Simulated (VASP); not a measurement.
Input of a VASP 6.6.1 run:

Contents of INCAR:

```
SYSTEM = PtSe2
PREC = Accurate
ENCUT = 520
EDIFF = 1E-6
ISMEAR = 0
SIGMA = 0.15
LREAL = .FALSE.
LASPH = .TRUE.
NELM = 80
ALGO = Normal
ISIF = 2
LWAVE = .FALSE.
LCHARG = .FALSE.
GGA = PE
NBANDS = 18
```

File KPOINTS:

```
Automatic mesh
0
G
  12 12 10
  0 0 0
```

File POSCAR:

```
PtSe2
1.0
    3.6122805865      0.0000000000      0.0000000000
   -1.8061402932      3.1283267535      0.0000000000
    0.0000000000      0.0000000000      5.1379300000
Pt Se
1 2
Direct
    0.0000000000      0.0000000000      0.0000000000
    0.3333333333      0.6666666667      0.2500000000
    0.6666666667      0.3333333333      0.7500000000
```

Potentials or basis: VASP PAW PBE potentials, release 64 (Pt, Se).

Run with:

```bash
$ cat potpaw_PBE.64/Pt/POTCAR potpaw_PBE.64/Se/POTCAR > POTCAR
$ mpirun -np 1 vasp_std > vasp.out
```

Question: Predict the largest force.

Answer: 1.161 eV/Å.

Question: Estimate the band gap on the k mesh.

Answer: Zero (band 11 reaches 7.47 eV, above the bottom of band 12 at 7.22 eV).

Question: Estimate the pressure.

Answer: 16.6 GPa.

Stress tensor (GPa, compression positive):
```
18.92  0.00  0.00
 0.00 18.92  0.00
 0.00  0.00 11.82
```

Caveat: the cell differs from its parent crystal (strain -0.030 along x and y, +0.015 along z); spin-orbit coupling is left out, which moves the levels of the heavy elements; forces of over 1 eV/Å act on the atoms, so gaps and moduli don't describe the material at rest.
